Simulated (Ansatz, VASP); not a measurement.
## Two plane-wave programs on KBr

File INCAR:

```
PREC = Accurate ; ENCUT = 520
EDIFF = 1E-6 ; ISMEAR = 0
SIGMA = 0.01 ; LREAL = False
LASPH = True ; NELM = 100
ALGO = Normal ; ISIF = 2
LWAVE = False ; LCHARG = True
GGA = PE ; LELF = True
LVHAR = True ; NBANDS = 15
```

File KPOINTS:

```
Automatic mesh
0
Gamma
  6 6 6
```

Contents of POSCAR:

```
KBr
1.0
    0.0000000000      3.6456682788      3.6456682788
    3.6456682788      0.0000000000      3.6456682788
    3.6456682788      3.6456682788      0.0000000000
K Br
1 1
Direct
    0.0000000000      0.0000000000      0.0000000000
    0.2500000000      0.2500000000      0.2500000000
```

Input for Ansatz:

```yaml
crystal:
  lattice:
    - [0.0, 3.6456682788, 3.6456682788]
    - [3.6456682788, 0.0, 3.6456682788]
    - [3.6456682788, 3.6456682788, 0.0]
  atoms:
    - { symbol: K, position: [0.0, 0.0, 0.0] }
    - { symbol: Br, position: [0.25, 0.25, 0.25] }
kpoints:
  mp_grid: { grid: [6, 6, 6] }
hamiltonian:
  xc: pbe
scf:
  occupations: { method: fixed }
  n_extra_bands: 4
output:
  forces: true
  stress: true
  eigenvalues: true
```

Alike in both runs: task single point; functional PBE; k mesh 6 × 6 × 6; no spin polarisation.

```csv
,VASP,Ansatz
version,VASP 6.6.1,Ansatz 0.2.0
potentials or method,"VASP PAW PBE potentials, release 64 (K_sv, Br)","plane waves, PAW"
plane-wave cutoff (eV),520,420
occupations,"gaussian, width 0.01 eV",fixed
valence electrons in the cell,16,16
```

VASP gave:

| Property | Result |
| --- | --- |
| gap on the k mesh at the Fermi level (eV) | 4.34 |
| pressure (GPa) | 0.7 |

Task: Which values does Ansatz return?

Result: gap on the k mesh at the Fermi level (eV): 4.34; pressure (GPa): 0.6.
